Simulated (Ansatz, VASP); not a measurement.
One calculation of TaAs, two programs

INCAR

```
SYSTEM = TaAs
PREC = Accurate
ENCUT = 520
EDIFF = 1E-6
ISMEAR = -1
SIGMA = 0.05
LREAL = .FALSE.
LASPH = .TRUE.
NELM = 150
ALGO = Normal
ISIF = 2
LWAVE = .FALSE.
LCHARG = .FALSE.
LMAXMIX = 4
LDAU = .TRUE.
LDAUTYPE = 2
LDAUL = 2 -1
LDAUU = 6 0
LDAUJ = 0 0
LDAUPRINT = 1
GGA = PS
NBANDS = 24
```

File KPOINTS:

```
Automatic mesh
0
G
  11 11 11
  0 0 0
```

POSCAR

```
TaAs
1.0
   -1.7218133622      1.7218133622      5.8679415361
    1.7218133622     -1.7218133622      5.8679415361
    1.7218133622      1.7218133622     -5.8679415361
Ta As
2 2
Direct
    0.4999673000      0.4999673000      0.0000000000
    0.2499673000      0.7499673000      0.5000000000
    0.0826321200      0.0826321200      0.0000000000
    0.8326321200      0.3326321200      0.5000000000
```

input.yaml

```yaml
crystal:
  lattice:
    - [-1.7218133622, 1.7218133622, 5.8679415361]
    - [1.7218133622, -1.7218133622, 5.8679415361]
    - [1.7218133622, 1.7218133622, -5.8679415361]
  atoms:
    - { symbol: Ta, position: [0.4999673, 0.4999673, 0.0] }
    - { symbol: Ta, position: [0.2499673, 0.7499673, 0.5] }
    - { symbol: As, position: [0.08263212, 0.08263212, 0.0] }
    - { symbol: As, position: [0.83263212, 0.33263212, 0.5] }
hamiltonian:
  xc: pbesol
  pseudopotentials: { kind: paw }
  hubbard: { sites: [{ species: Ta, l: d, u_eff: 6.0 }] }
kpoints:
  mp_grid: { grid: [11, 11, 11] }
  band_path:
    path:
      - [[0.0, 0.0, 0.0], [-0.5, 0.5, 0.0], [-0.5, 0.5, -0.0430497462], [-0.2715248731, 0.2715248731, -0.2715248731], [0.0, 0.0, 0.0], [0.5, 0.5, -0.5], [0.2715248731, 0.7284751269, -0.7284751269], [0.0, 0.5, -0.5], [-0.25, 0.75, -0.25], [0.0430497462, 0.9569502538, -0.5], [0.5, 0.5, -0.5]]
      - [[-0.5, 0.5, 0.0], [-0.25, 0.75, -0.25]]
    npoints: 14
scf:
  occupations: { method: fermi_dirac, width: 0.05 }
  n_extra_bands: 10
output:
  forces: true
  stress: true
  eigenvalues: true
  fatbands: false
  write_density: true
  write_potential: true
  elf: true
  volumetric_format: npy
```

Alike in both runs: functional PBEsol; k mesh 11 × 11 × 11; occupations fermi-dirac, width 0.05 eV; no spin polarisation; Hubbard terms Ta d U = 6.0 eV.

|  | VASP | Ansatz |
| --- | --- | --- |
| version | VASP 6.6.1 | Ansatz 0.2.0 |
| potentials or method | VASP PAW PBE potentials, release 64 (Ta_pv, As) | Ansatz PAW |
| plane-wave cutoff (eV) | 520 | 420 |
| valence electrons in the cell | 32 | 56 |
| task | single point | band structure |

Ansatz gave:

```
gap on the k mesh at the Fermi level (eV)                     : none
pressure (GPa)                                                : -0.1
traceless stress, the component that is largest in VASP (GPa) : 0.06
rms of the force components (eV/Å)                            : 0.016
```

**Question.** Estimate VASP's values.

**Answer.** gap on the k mesh at the Fermi level (eV): none; pressure (GPa): 6.7; traceless stress, the component that is largest in VASP (GPa): -1.06; rms of the force components (eV/Å): 0.015.

VASP's potentials were made for PBE, not for PBEsol. The programs project onto different local orbitals, so the same U acts differently, and such runs can settle in different states. Atom by atom the forces differ by 0.030 eV/Å (rms over components). A gap of «none» marks a metal or a gap that the smearing closes. VASP's potentials hold 32 valence electrons a cell and Ansatz's 56, so a difference there can come from the potentials and not from the codes.

Spin-orbit coupling is off throughout.
